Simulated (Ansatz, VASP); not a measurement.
Ni: VASP beside Ansatz

INCAR

```
  PREC = Accurate
  ENCUT = 520
  EDIFF = 1E-6
  ISMEAR = -1
  SIGMA = 0.05
  LREAL = F
  LASPH = T
  NELM = 150
  ALGO = Normal
  ISIF = 2
  LWAVE = F
  LCHARG = T
  ISPIN = 2
  MAGMOM = 0.582 0.582
  LORBIT = 11
  LMAXMIX = 4
  GGA = PE
  LELF = T
  LVHAR = T
  NBANDS = 21
```

The input KPOINTS:

```
Automatic mesh
0
Gamma
  13 13 13
```

File POSCAR:

```
Ni
1.0
    2.7548624639      0.0000000000      0.0000000000
    0.0000000000      2.7548624639      0.0000000000
    0.0000000000      0.0000000000      2.7548624639
Ni
2
Direct
    0.0000000000      0.0000000000      0.0000000000
    0.5000000000      0.5000000000      0.5000000000
```

Input for Ansatz:

```yaml
crystal:
  lattice:
    - [2.7548624639, 0.0, 0.0]
    - [0.0, 2.7548624639, 0.0]
    - [0.0, 0.0, 2.7548624639]
  atoms:
    - { symbol: Ni, position: [0.0, 0.0, 0.0], spin: 0.582 }
    - { symbol: Ni, position: [0.5, 0.5, 0.5], spin: 0.582 }
hamiltonian:
  xc: pbe
  pseudopotentials:
    kind: paw
    azcp:
      Ni: "pseudopotentials/Ni.paw.azcp"
basis:
  ecutwfc: 420
  fft_grid_basis: typed
kpoints:
  mp_grid: { grid: [13, 13, 13], shift: [0, 0, 0] }
magnetization:
  spin_polarized: true
scf:
  occupations: { method: fermi_dirac, width: 0.05 }
  lower_state_search: "off"
output:
  stress: true
```

Alike in both runs: task single point; functional PBE; k mesh 13 × 13 × 13; occupations fermi-dirac, width 0.05 eV; collinear spin.

```csv
,VASP,Ansatz
version,VASP 6.6.1,Ansatz 0.2.0
potentials or method,"VASP PAW PBE potentials, release 64 (Ni), cutoff 520 eV","plane waves (420 eV) with PAW, scalar-relativistic"
valence electrons in the cell,20,36
```

Ansatz gave:

* pressure (GPa): 10.9
* net moment per atom (μB): 0.56
* size of the moment on the site where the two differ most (μB): 0.58

Q: Estimate VASP's values.

A: Pressure (GPa): 10.8; net moment per atom (μB): 0.54; size of the moment on the site where the two differ most (μB): 0.55.

Site moments also hang on the region over which each program counts them. VASP's potentials hold 20 valence electrons a cell and Ansatz's 36, so a difference there can come from the potentials and not from the codes.
